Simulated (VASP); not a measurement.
Here is a VASP 6.6.1 calculation.

The input INCAR:

```
SYSTEM = KMgF3
PREC = Accurate
ENCUT = 520
EDIFF = 1E-6
ISMEAR = 0
SIGMA = 0.02
LREAL = .FALSE.
LASPH = .TRUE.
NELM = 100
ALGO = Normal
ISIF = 2
LWAVE = .FALSE.
LCHARG = .FALSE.
GGA = PE
NBANDS = 24
```

The input KPOINTS:

```
regular mesh
0
G
  6 6 6
  0 0 0
```

POSCAR

```
KMgF3
1.0
    3.8443443978      0.0000000000      0.0000000000
    0.0000000000      3.8443443978      0.0000000000
    0.0000000000      0.0000000000      3.8443443978
K Mg F
1 1 3
Direct
    0.5000000000      0.5000000000      0.5000000000
    0.0000000000      0.0000000000      0.0000000000
    0.0000000000      0.5000000000      0.0000000000
    0.0000000000      0.0000000000      0.5000000000
    0.5000000000      0.0000000000      0.0000000000
```

Potentials or basis: VASP PAW PBE potentials, release 64 (K_sv, Mg, F).

Command:

```bash
$ cat potpaw_PBE.64/K_sv/POTCAR potpaw_PBE.64/Mg/POTCAR potpaw_PBE.64/F/POTCAR > POTCAR
$ mpirun -np 1 vasp_std > vasp.out
```

Task: What does it give for the pressure?

Result: 14.7 GPa.

Task: Estimate the band gap on the k mesh.

Result: 8.18 eV, indirect (least direct gap 8.50 eV).

A k mesh can miss the band edges. PBE gaps usually lie below the measured ones, often by a third to a half.
